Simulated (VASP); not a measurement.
Zr4F, 5 atoms in the cell. The structure is tetragonal, space group I4/mmm (No. 139). The conventional cell has a = 6.208 Å, b = 6.208 Å, c = 5.892 Å, α = 90.00°, β = 90.00°, γ = 90.00°. Within 2.9 Å of Zr (site symmetry m2m) lie 1 F at 2.23 Å. Within 2.9 Å of F (site symmetry 4/mmm) lie 4 Zr at 2.23 Å. 

```yaml
Program: VASP 6.6.1
Task: single point
Functional: PBE
Potentials_or_basis: VASP PAW PBE potentials, release 64 (Zr_sv, F)
Cutoff: 520 eV
k_mesh: 4 × 4 × 4
Occupations: gaussian, width 0.1 eV
Spin: no spin polarisation
Dipole_correction: no
Further_INCAR_settings: ALGO = Normal; EDIFF = 1e-07; NBANDS = 36
```

Potentials or basis: VASP PAW PBE potentials, release 64 (Zr_sv, F).

Command:

```console
$ cat potpaw_PBE.64/Zr_sv/POTCAR potpaw_PBE.64/F/POTCAR > POTCAR
$ mpirun -np 1 vasp_std > vasp.out
```

Hardware: 1 thread of Intel(R) Xeon(R) Platinum 8488C (Sapphire Rapids), with other jobs on the host.

Estimate the wall time of this run.

Wall time 61 s on 1 thread of Intel(R) Xeon(R) Platinum 8488C (Sapphire Rapids), with other jobs on the host, peak memory 0.25 GiB. Counts: scf iterations 15, k points 13.
